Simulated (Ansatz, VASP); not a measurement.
## SiC: VASP beside Ansatz

Contents of INCAR:

```
PREC = Accurate
ENCUT = 520
EDIFF = 1E-6
ISMEAR = -1
SIGMA = 0.05
LREAL = F
LASPH = T
NELM = 80
ALGO = Normal
ISIF = 2
LWAVE = F
LCHARG = F
GGA = PE
ALDAC = 0.0
AGGAC = 0.0
NBANDS = 36
```

File KPOINTS:

```
regular mesh
0
Gamma
  10 10 2
```

The input POSCAR:

```
SiC
1.0
    3.0950000000      0.0000000000      0.0000000000
   -1.5475000000      2.6803486247      0.0000000000
    0.0000000000      0.0000000000     15.1700000000
Si C
6 6
Direct
    0.6666666667      0.3333333333      0.4583000000
    0.3333333333      0.6666666667      0.9583000000
    0.6666666667      0.3333333333      0.7917000000
    0.3333333333      0.6666666667      0.2917000000
    0.0000000000      0.0000000000      0.6250000000
    0.0000000000      0.0000000000      0.1250000000
    0.6666666667      0.3333333333      0.3333000000
    0.3333333333      0.6666666667      0.8333000000
    0.6666666667      0.3333333333      0.6667000000
    0.3333333333      0.6666666667      0.1667000000
    0.0000000000      0.0000000000      0.5000000000
    0.0000000000      0.0000000000      0.0000000000
```

Contents of input.yaml:

```yaml
crystal:
  lattice:
    - [3.095, 0.0, 0.0]
    - [-1.5475, 2.6803486247, 0.0]
    - [0.0, 0.0, 15.17]
  atoms:
    - { symbol: Si, position: [0.6666666667, 0.3333333333, 0.4583] }
    - { symbol: Si, position: [0.3333333333, 0.6666666667, 0.9583] }
    - { symbol: Si, position: [0.6666666667, 0.3333333333, 0.7917] }
    - { symbol: Si, position: [0.3333333333, 0.6666666667, 0.2917] }
    - { symbol: Si, position: [0.0, 0.0, 0.625] }
    - { symbol: Si, position: [0.0, 0.0, 0.125] }
    - { symbol: C, position: [0.6666666667, 0.3333333333, 0.3333] }
    - { symbol: C, position: [0.3333333333, 0.6666666667, 0.8333] }
    - { symbol: C, position: [0.6666666667, 0.3333333333, 0.6667] }
    - { symbol: C, position: [0.3333333333, 0.6666666667, 0.1667] }
    - { symbol: C, position: [0.0, 0.0, 0.5] }
    - { symbol: C, position: [0.0, 0.0, 0.0] }
hamiltonian:
  xc: { exchange: pbe, correlation: none }
  pseudopotentials: { kind: paw }
kpoints:
  mp_grid: { grid: [10, 10, 2] }
scf:
  occupations: { method: fermi_dirac, width: 0.05 }
output:
  forces: true
  stress: true
  eigenvalues: true
  write_density: true
  write_potential: true
  elf: true
  volumetric_format: npy
```

Alike in both runs: task single point; functional PBE exchange alone; k mesh 10 × 10 × 2; occupations fermi-dirac, width 0.05 eV; no spin polarisation.

|  | VASP | Ansatz |
| --- | --- | --- |
| version | VASP 6.6.1 | Ansatz 0.2.0 |
| potentials or method | VASP PAW PBE potentials, release 64 (Si, C) | Ansatz PAW |
| plane-wave cutoff (eV) | 520 | 420 |
| valence electrons in the cell | 48 | 48 |

|  | VASP | Ansatz | Ansatz less VASP |
| --- | --- | --- | --- |
| gap on the k mesh at the Fermi level (eV) | 2.33 | 2.33 | -0.006 |
| least direct gap on the mesh (eV) | 3.42 | 3.41 | -0.010 |
| pressure (GPa) | 16.8 | 16.6 | -0.29 |
| traceless stress, the component that is largest in VASP (GPa) | 0.61 | 0.60 | -0.009 |
| rms of the force components (eV/Å) | 0.038 | 0.038 | -0.0001 |

VASP's potentials were made for PBE, not for PBE exchange alone. Atom by atom the forces differ by 0.001 eV/Å (rms over components).
